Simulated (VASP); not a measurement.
Input of a VASP 6.6.1 run:

File INCAR:

```
ALGO = Normal ; EDIFF = 1E-6
ENCUT = 520 ; GGA = PE
ISIF = 2 ; ISMEAR = 0
LASPH = T ; LCHARG = T
LELF = T ; LREAL = F
LVHAR = T ; LWAVE = F
NBANDS = 26 ; NELM = 100
PREC = Accurate ; SIGMA = 0.1
```

KPOINTS

```
Automatic mesh
0
Gamma
  4 4 4
  0.5 0.5 0.5
```

The input POSCAR:

```
InSb
1.0
    3.0633140000     -3.0813730000      0.0000000000
    3.0633140000      3.0813730000      0.0000000000
    0.0000000000      0.0000000000      6.1268940000
In Sb
2 2
Direct
    0.2794110000      0.7205890000      0.2500000000
    0.7205890000      0.2794110000      0.7500000000
    0.7772050000      0.2227950000      0.2500000000
    0.2227950000      0.7772050000      0.7500000000
```

Potentials or basis: VASP PAW PBE potentials, release 64 (In_d, Sb).

The run is started by

```sh
$ cat potpaw_PBE.64/In_d/POTCAR potpaw_PBE.64/Sb/POTCAR > POTCAR
$ mpirun -np 1 vasp_std > vasp.out
```

Problem. Estimate the pressure.

Solution. 0.0 GPa.

Problem. What does it give for the band gap on the k mesh?

Solution. Zero (band 18 reaches 6.92 eV, above the bottom of band 19 at 5.47 eV).

Problem. Estimate the largest force.

Solution. 0.046 eV/Å.

Stress tensor (GPa, compression positive):
```
-0.37  0.00  0.00
 0.00 -0.27  0.00
 0.00  0.00  0.75
```

Caveat: the k points lie up to 0.36 Å⁻¹ apart; spin-orbit coupling is left out, which moves the levels of the heavy elements.
